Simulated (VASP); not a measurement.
Set up this calculation in VASP 6.6.1, as the native input.

| Property | Result |
| --- | --- |
| Task | single point |
| Functional | PBEsol |
| Potentials or basis | VASP PAW PBE potentials, release 64 (Cu) |
| Cutoff | 520 eV |
| k mesh | 17 × 17 × 17 |
| Occupations | fermi-dirac, width 0.1 eV |
| Spin | no spin polarisation |
| Dipole correction | no |
| Further INCAR settings | ALGO = Normal; EDIFF = 1e-06; NBANDS = 18 |

The structure of Cu lies in POSCAR:

```
Cu
1.0
    0.0000000000      2.7162652917      2.7162652917
    2.7162652917      0.0000000000      2.7162652917
    2.7162652917      2.7162652917      0.0000000000
Cu
2
Direct
    0.1250000000      0.1250000000      0.1250000000
    0.8750000000      0.8750000000      0.8750000000
```

This isn't the form of Cu at room conditions, which is fcc.

The input as run:

INCAR

```
ALGO     = Normal         # electronic algorithm
EDIFF    = 1E-6           # SCF threshold, eV
ENCUT    = 520            # plane-wave cutoff, eV
GGA      = PS             # functional
ISIF     = 2              # what is computed and relaxed
ISMEAR   = -1             # smearing method
LASPH    = True           # aspherical terms in the spheres
LCHARG   = False          # write CHGCAR
LREAL    = False          # projectors in reciprocal space
LWAVE    = False          # write WAVECAR
NBANDS   = 18             # bands
NELM     = 80             # most SCF steps
PREC     = Accurate       # precision mode
SIGMA    = 0.1            # smearing width, eV
```

KPOINTS

```
k-points
0
Gamma
  17 17 17
```

Potentials or basis: VASP PAW PBE potentials, release 64 (Cu).

Launch:

```console
$ cat potpaw_PBE.64/Cu/POTCAR > POTCAR
$ mpirun -np 1 vasp_std > vasp.out
```

Results of the run:

```
Pressure               : -5.6 GPa
Band gap on the k mesh : zero (bands 11 and 12 overlap by 0.76 eV)
```

Caveat: the cell stands under tension; the PAW data sets were made with another functional, which shifts forces and pressure a little.

Run time: 3.6 min on 1 thread of AMD EPYC 7R13, with other jobs on the host, peak memory 0.21 GiB.
